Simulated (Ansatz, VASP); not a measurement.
**One calculation of MgO, two programs**

```
Mg O
1.0
     0.00000    2.12500    2.12500
     2.12500    0.00000    2.12500
     2.12500    2.12500    0.00000
Mg O
1 1
Cartesian
  0.0346 0.0346 0.0346
  2.1250 2.1250 2.1250
```

Alike in both runs: task single point; functional HSE06; k mesh 4 × 4 × 4; occupations fermi-dirac, width 0.05 eV; no spin polarisation.

|  | VASP | Ansatz |
| --- | --- | --- |
| version | VASP 6.6.1 | Ansatz 0.2.0 development build |
| potentials or method | VASP PAW PBE potentials, release 64 (Mg, O), cutoff 520 eV | plane waves, all-electron PAW datasets generated for the crystal |

```csv
,VASP,Ansatz,Ansatz less VASP
gap on the k mesh at the Fermi level (eV),6.17,6.20,+0.033
rms of the force components (eV/Å),0.162,0.159,-0.0030
```

Atom by atom the forces differ by 0.003 eV/Å (rms over components). Ansatz ran all-electron here, and VASP with PAW potentials.

The k mesh is coarse, so the values compare programs but aren't converged.
